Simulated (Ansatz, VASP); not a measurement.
VN: VASP beside Ansatz

File INCAR:

```
SYSTEM = VN
PREC = Accurate
ENCUT = 600
EDIFF = 1E-6
ISMEAR = 0
SIGMA = 0.1
LREAL = .False.
LASPH = .True.
NELM = 200
ALGO = Normal
ISIF = 2
LWAVE = .False.
LCHARG = .False.
ISPIN = 2
MAGMOM = 2 0
LORBIT = 11
LMAXMIX = 4
GGA = PS
NBANDS = 20
GGA_COMPAT = .False.
```

File KPOINTS:

```
Automatic mesh
0
Gamma
  8 8 8
  0 0 0
```

POSCAR

```
VN
1.0
    0.0000000000      2.0600010983      2.0600010983
    2.0600010983      0.0000000000      2.0600010983
    2.0600010983      2.0600010983      0.0000000000
V N
1 1
Direct
    0.5000000000      0.5000000000      0.5000000000
    0.0000000000      0.0000000000      0.0000000000
```

Input for Ansatz:

```yaml
crystal:
  lattice:
    - [0.0, 2.0600010983, 2.0600010983]
    - [2.0600010983, 0.0, 2.0600010983]
    - [2.0600010983, 2.0600010983, 0.0]
  atoms:
    - { symbol: V, position: [0.5, 0.5, 0.5], spin: 2.0 }
    - { symbol: "N", position: [0.0, 0.0, 0.0] }
basis:
  ecutwfc: 420
kpoints:
  mp_grid: { grid: [8, 8, 8] }
hamiltonian:
  xc: pbesol
scf:
  occupations: { method: gaussian, width: 0.1 }
  lower_state_search: "off"
output:
  forces: true
  stress: true
  eigenvalues: true
  populations: true
magnetization:
  spin_polarized: true
```

Alike in both runs: task single point; functional PBEsol; k mesh 8 × 8 × 8; occupations gaussian, width 0.1 eV; collinear spin.

```csv
,VASP,Ansatz
version,VASP 6.6.1,Ansatz 0.2.0
potentials or method,"VASP PAW PBE potentials, release 64 (V_sv, N), cutoff 600 eV","scalar-relativistic, plane waves, PAW"
valence electrons in the cell,18,18
```

|  | VASP | Ansatz | Ansatz less VASP |
| --- | --- | --- | --- |
| gap on the k mesh at the Fermi level (eV) | none | none | - |
| pressure (GPa) | -10.5 | -10.9 | -0.47 |
| net moment per atom (μB) | 0.03 | 0.03 | 0.000 |
| size of the moment on the site where the two differ most (μB) | 0.06 | 0.05 | -0.009 |

VASP's potentials were made for PBE, not for PBEsol. Site moments also hang on the region over which each program counts them. A gap of «none» marks a metal or a gap that the smearing closes. Ansatz's warnings: seeded moment not kept.
